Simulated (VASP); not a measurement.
# CuI (F-43m) in VASP: density of states with PBE

Aim: the density of states of CuI with PBE.

Everything below comes from runs of VASP 6.6.1. Logs are shortened: lines on timing, memory, paths and dates and some standing lists are left out, and cuts for length are marked.

### Step 1. The cell of the first run

Symmetry: F-43m, No. 216, cubic system. Conventional cell: a = 6.078 Å, b = 6.078 Å, c = 6.078 Å, α = 90.00°, β = 90.00°, γ = 90.00°. Cu (site symmetry -43m) has 4 I at 2.63 Å within 3.5 Å. Within 3.5 Å of I (site symmetry -43m) lie 4 Cu at 2.63 Å.

### Step 2. Density of states, PBE

Contents of POSCAR:

```
CuI
1.0
    0.0000000000      3.0390034073      3.0390034073
    3.0390034073      0.0000000000      3.0390034073
    3.0390034073      3.0390034073      0.0000000000
Cu I
1 1
Direct
    0.2500000000      0.2500000000      0.2500000000
    0.0000000000      0.0000000000      0.0000000000
```

Contents of INCAR.step1:

```
PREC = Accurate
ENCUT = 520
EDIFF = 1E-6
ISMEAR = 0
SIGMA = 0.02
LREAL = F
LASPH = T
NELM = 80
ALGO = Normal
ISIF = 2
LWAVE = F
LCHARG = T
LMAXMIX = 4
GGA = PE
NBANDS = 16
```

Contents of KPOINTS.step1:

```
Automatic mesh
0
Gamma
  8 8 8
```

Contents of INCAR.step2:

```
PREC = Accurate
ENCUT = 520
EDIFF = 1E-6
ISMEAR = -5
SIGMA = 0.02
LREAL = F
LASPH = T
NELM = 80
ALGO = Normal
ISIF = 2
LWAVE = F
LCHARG = F
LMAXMIX = 4
GGA = PE
LORBIT = 11
NBANDS = 16
NEDOS = 2001
ICHARG = 11
```

Contents of KPOINTS.step2:

```
Automatic mesh
0
Gamma
  12 12 12
```

Potentials or basis: VASP PAW PBE potentials, release 64 (Cu, I).

Started as:

```console
$ cat potpaw_PBE.64/Cu/POTCAR potpaw_PBE.64/I/POTCAR > POTCAR
$ cp INCAR.step1 INCAR
$ cp KPOINTS.step1 KPOINTS
$ mpirun -np 1 vasp_std > vasp.out
$ cp INCAR.step2 INCAR
$ cp KPOINTS.step2 KPOINTS
$ mpirun -np 1 vasp_std > vasp.out
```

OUTCAR:

```text
PREC = Accurate
   ENCUT = 520
   EDIFF = 1E-6
   ISMEAR = -5
   LREAL = F
   LASPH = T
   NELM = 80
   ISIF = 2
   GGA = PE
   LORBIT = 11
   ICHARG = 11

 ion  position               nearest neighbor table
   1  0.250  0.250  0.250-   2 2.63   2 2.63   2 2.63   2 2.63
   2  0.000  0.000  0.000-   1 2.63   1 2.63   1 2.63   1 2.63

  LATTYP: Found a face centered cubic cell.
 ALAT       =     6.0780068146

  Lattice vectors:

 A1 = (   0.0000000000,   3.0390034073,   3.0390034073)
 A2 = (   3.0390034073,   0.0000000000,   3.0390034073)
 A3 = (   3.0390034073,   3.0390034073,   0.0000000000)

Analysis of symmetry for initial positions (statically):
=====================================================================
 Subroutine PRICEL returns:
 Original cell was already a primitive cell.

 Routine SETGRP: Setting up the symmetry group for a
 face centered cubic supercell.

 Subroutine GETGRP returns: Found 24 space group operations
 (whereof 24 operations were pure point group operations)
 out of a pool of 48 trial point group operations.

The static configuration has the point symmetry T_d .

Analysis of symmetry for dynamics (positions and initial velocities):
=====================================================================
 Subroutine PRICEL returns:
 Original cell was already a primitive cell.

 Routine SETGRP: Setting up the symmetry group for a
 face centered cubic supercell.

 Subroutine GETGRP returns: Found 24 space group operations
 (whereof 24 operations were pure point group operations)
 out of a pool of 48 trial point group operations.

The dynamic configuration has the point symmetry T_d .

 Subroutine INISYM returns: Found 24 space group operations
 (whereof 24 operations are pure point group operations),
 and found     1 'primitive' translations

----------------------------------------------------------------------------------------

                                     Primitive cell

  volume of cell :      56.1337

  direct lattice vectors                    reciprocal lattice vectors
     0.000000000  3.039003407  3.039003407    -0.164527621  0.164527621  0.164527621
     3.039003407  0.000000000  3.039003407     0.164527621 -0.164527621  0.164527621
     3.039003407  3.039003407  0.000000000     0.164527621  0.164527621 -0.164527621

  length of vectors
[... 88 lines left out ...]
   IBRION =     -1    ionic relax: 0-MD 1-quasi-New 2-CG
   NFREE  =      0    steps in history (QN), initial steepest desc. (CG)
   ISIF   =      2    stress and relaxation
   ISYM   =      2    0-nonsym 1-usesym 2-fastsym
   POTIM  = 0.5000    time-step for ionic-motion
   TEBEG  =    0.0;   TEEND  =   0.0 temperature during run
   PSTRESS=    0.0 pullay stress
   NELECT =      18.0000    total number of electrons
   NUPDOWN=      -1.0000    fix difference up-down
   EMIN   =  10.00;   EMAX   =-10.00  energy-range for DOS
   EFERMI =   0.00;   METHOD = LEGACY
   ISMEAR =    -5;   SIGMA  =   0.02  broadening in eV -4-tet -1-fermi 0-gaus
   EFERMI_NEDOS =   21; number of points for ismear=-14 and -15
   IALGO  =     38    algorithm
   IMIX   =      4    mixing-type and parameters
     AMIX     =   0.40;   BMIX     =  1.00
     AMIX_MAG =   1.60;   BMIX_MAG =  1.00
  volume/ion in A,a.u.               =      28.07       189.40
  Fermi-wavevector in a.u.,A,eV,Ry     =   1.120533  2.117499 17.083383  1.255593
  Thomas-Fermi vector in A             =   2.257180
   LORBIT       =     11    0 simple, 1 ext, 2 COOP (PROOUT), +10 PAW based schemes
   GGA     = PE    functional components
   LHFCALC =     F    Hartree Fock is set to
   AEXX    =    0.0000 exact exchange contribution
   IVDW    =     0    specifies the selected vdW correction
   LEPSILON=     F    determine dielectric tensor
   LRPA    =     F    only Hartree local field effects (RPA)
 non-spin polarized calculation
 Fermi weights with tetrahedron method with Bloechl corrections
  energy-cutoff  :      520.00
  volume of cell :       56.13
 maximum number of plane-waves:      1540

 number of electron      18.0000012 magnetization

 Free energy of the ion-electron system (eV)
  ---------------------------------------------------
  ext. energy  EPLUGINS =         0.00000000
  ---------------------------------------------------
  free energy    TOTEN  =        -5.56283570 eV

  energy without entropy =       -5.56283570  energy(sigma->0) =       -5.56283570

 E-fermi :   4.3644     XC(G=0):  -8.9026

 val. band max:        4.3505862440   @ k =   0.0000   0.0000   0.0000
 cond. band min:       5.4746503390   @ k =   0.0000   0.0000   0.0000
 fundamental gap:      1.1240640950
 Fermi energy:         4.3644261871

 k-point     1 :       0.0000    0.0000    0.0000
  band No.  band energies     occupation
      1      -9.6209      2.00000
      2       0.7452      2.00000
      3       0.7452      2.00000
      4       0.7452      2.00000
      5       2.5300      2.00000
      6       2.5300      2.00000
[... 433 lines left out ...]
      3       0.3768      2.00000
      4       0.7567      2.00000
      5       2.4962      2.00000
      6       2.5375      2.00000
[... 8 lines left out ...]
     15      14.1461      0.00000
     16      14.9201      0.00000

 [... further k-points ...]

------------------------ aborting loop because EDIFF is reached ----------------------------------------

  FORCE on cell =-STRESS in cart. coord.  units (eV):
  Direction    XX          YY          ZZ          XY          YZ          ZX
  --------------------------------------------------------------------------------------
  -------------------------------------------------------------------------------------
  Total        0.0029973      0.0029973      0.0029973     -0.0000000      0.0000000      0.0000000
  in kB        0.0855507      0.0855507      0.0855507     -0.0000000      0.0000000      0.0000000
  external PRESSURE =       0.0855507 kB  Pullay stress =       0.0000000 kB

 VOLUME and BASIS-vectors are now :
 -----------------------------------------------------------------------------
  energy-cutoff  :      520.00
  volume of cell :       56.13
      direct lattice vectors                 reciprocal lattice vectors
     0.000000000  3.039003407  3.039003407    -0.164527621  0.164527621  0.164527621
     3.039003407  0.000000000  3.039003407     0.164527621 -0.164527621  0.164527621
     3.039003407  3.039003407  0.000000000     0.164527621  0.164527621 -0.164527621

 POSITION                                       TOTAL-FORCE (eV/Angst)
 -----------------------------------------------------------------------------------
      1.51950      1.51950      1.51950        -0.000000     -0.000000      0.000000
      0.00000      0.00000      0.00000         0.000000      0.000000     -0.000000
 -----------------------------------------------------------------------------------
    total drift:                                0.000001      0.000001      0.000001

  FREE ENERGIE OF THE ION-ELECTRON SYSTEM (eV)
  ---------------------------------------------------
  free  energy   TOTEN  =        -5.5628357021 eV

  energy  without entropy=       -5.5628357021  energy(sigma->0) =       -5.56283570

 total charge

# of ion       s       p       d       tot
------------------------------------------
    1        0.325   0.256   9.334   9.915
    2        1.493   2.759   0.052   4.304
--------------------------------------------------
tot          1.818   3.015   9.386  14.219
```

OUTCAR.step1:

```text
PREC = Accurate
   ENCUT = 520
   EDIFF = 1E-6
   ISMEAR = 0
   LREAL = F
   LASPH = T
[... 676 lines left out ...]
 -----------------------------------------------------------------------------------
      1.51950      1.51950      1.51950         0.000000     -0.000000     -0.000000
      0.00000      0.00000      0.00000        -0.000000      0.000000      0.000000
 -----------------------------------------------------------------------------------
    total drift:                                0.000001      0.000001      0.000001

  FREE ENERGIE OF THE ION-ELECTRON SYSTEM (eV)
  ---------------------------------------------------
  free  energy   TOTEN  =        -5.5625712460 eV

  energy  without entropy=       -5.5625712460  energy(sigma->0) =       -5.56257125
```

It took 54 s on 1 thread of AMD EPYC 7R13 (Zen 3), shared host; peak memory 0.18 GiB.

What came out:

| Property | Result |
| --- | --- |
| Valence electrons inside the program's atomic spheres | Cu 9.91; I 4.30 |

Caveat: spin-orbit coupling is left out, which moves the levels of the heavy elements.
